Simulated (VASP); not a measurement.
A run of VASP 6.6.1:

File INCAR:

```
SYSTEM = LiCl
  PREC = Accurate
  ENCUT = 750
  EDIFF = 1E-7
  ISMEAR = 0
  SIGMA = 0.01
  LREAL = .FALSE.
  LASPH = .TRUE.
  NELM = 120
  ALGO = Normal
  ISIF = 3
  LWAVE = .FALSE.
  LCHARG = .FALSE.
  GGA = PE
  IBRION = 2
  NSW = 80
  EDIFFG = -0.001
  GGA_COMPAT = .FALSE.
  NELMIN = 4
```

KPOINTS

```
Automatic mesh
0
G
  8 8 8
  0 0 0
```

POSCAR

```
LiCl
1.0
    0.0000000000      2.5754113221      2.5754113221
    2.5754113221      0.0000000000      2.5754113221
    2.5754113221      2.5754113221      0.0000000000
Li Cl
1 1
Direct
    0.5000000000      0.5000000000      0.5000000000
    0.0000000000      0.0000000000      0.0000000000
```

Potentials or basis: VASP PAW PBE potentials, release 64 (Li_sv, Cl).

The run is started by

```bash
$ cat potpaw_PBE.64/Li_sv/POTCAR potpaw_PBE.64/Cl/POTCAR > POTCAR
$ mpirun -np 1 vasp_std > vasp.out
```

Hardware: 1 thread of Intel Xeon 8259CL (shared host).

Estimate the wall time of this run.

Wall time 85 s on 1 thread of Intel Xeon 8259CL (shared host), peak memory 0.21 GiB. Counts: scf iterations 36, k points 29, ion steps 5.
